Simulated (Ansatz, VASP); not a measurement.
## Si in VASP and in Ansatz

Contents of INCAR:

```
  PREC = Accurate
  ENCUT = 520
  EDIFF = 1E-6
  ISMEAR = 0
  SIGMA = 0.03
  LREAL = F
  LASPH = T
  NELM = 100
  ALGO = Normal
  ISIF = 2
  LWAVE = F
  LCHARG = F
  GGA = PE
  NBANDS = 26
```

The input KPOINTS:

```
regular mesh
0
Gamma
  10 10 6
```

POSCAR

```
Si
1.0
    7.1118295019     -1.9785855778      0.0527465744
    7.1118295019      1.9785855778      0.0527465744
   -0.7206036348      0.0000000000      6.0244301646
Si
8
Direct
    0.0169230152      0.0944013178      0.8741221558
    0.9055986822      0.9830769848      0.1258778442
    0.5163120269      0.6021485445      0.6536328742
    0.3978514555      0.4836879731      0.3463671258
    0.3211979420      0.1045891762      0.0570686657
    0.8954108238      0.6788020580      0.9429313343
    0.7003787968      0.7536727424      0.5855965457
    0.2463272576      0.2996212032      0.4144034543
```

Input for Ansatz:

```yaml
crystal:
  lattice:
    - [7.1118295019, -1.9785855778, 0.0527465744]
    - [7.1118295019, 1.9785855778, 0.0527465744]
    - [-0.7206036348, 0.0, 6.0244301646]
  atoms:
    - { symbol: Si, position: [0.0169230152, 0.0944013178, 0.8741221558] }
    - { symbol: Si, position: [0.9055986822, 0.9830769848, 0.1258778442] }
    - { symbol: Si, position: [0.5163120269, 0.6021485445, 0.6536328742] }
    - { symbol: Si, position: [0.3978514555, 0.4836879731, 0.3463671258] }
    - { symbol: Si, position: [0.321197942, 0.1045891762, 0.0570686657] }
    - { symbol: Si, position: [0.8954108238, 0.678802058, 0.9429313343] }
    - { symbol: Si, position: [0.7003787968, 0.7536727424, 0.5855965457] }
    - { symbol: Si, position: [0.2463272576, 0.2996212032, 0.4144034543] }
basis:
  ecutwfc: 420
kpoints:
  mp_grid: { grid: [10, 10, 6] }
hamiltonian:
  xc: pbe
  pseudopotentials: { kind: paw, azcp: { folder: soft_1 } }
scf:
  occupations: { method: gaussian, width: 0.03 }
output:
  forces: true
  stress: true
  eigenvalues: true
```

Change from the starting cell: mode 4 frozen in at -0.419 Å, strain +e along z and -e/2 along x and y -0.0467.

Alike in both runs: task single point; functional PBE; k mesh 10 × 10 × 6; occupations gaussian, width 0.03 eV; no spin polarisation.

|  | VASP | Ansatz |
| --- | --- | --- |
| version | VASP 6.6.1 | Ansatz 0.2.0 |
| potentials or method | VASP PAW PBE potentials, release 64 (Si), cutoff 520 eV | scalar-relativistic, plane waves, PAW |
| valence electrons in the cell | 32 | 32 |

```csv
,VASP,Ansatz,Ansatz less VASP
gap on the k mesh at the Fermi level (eV),0.27,0.27,0.000
least direct gap on the mesh (eV),0.62,0.62,+0.002
pressure (GPa),-1.1,-1.0,+0.06
"traceless stress, the component that is largest in VASP (GPa)",5.60,5.59,-0.011
rms of the force components (eV/Å),0.350,0.351,+0.0004
```

Atom by atom the forces differ by 0.002 eV/Å (rms over components). The functional is the same, so the differences come from potentials, cutoffs and numerics.
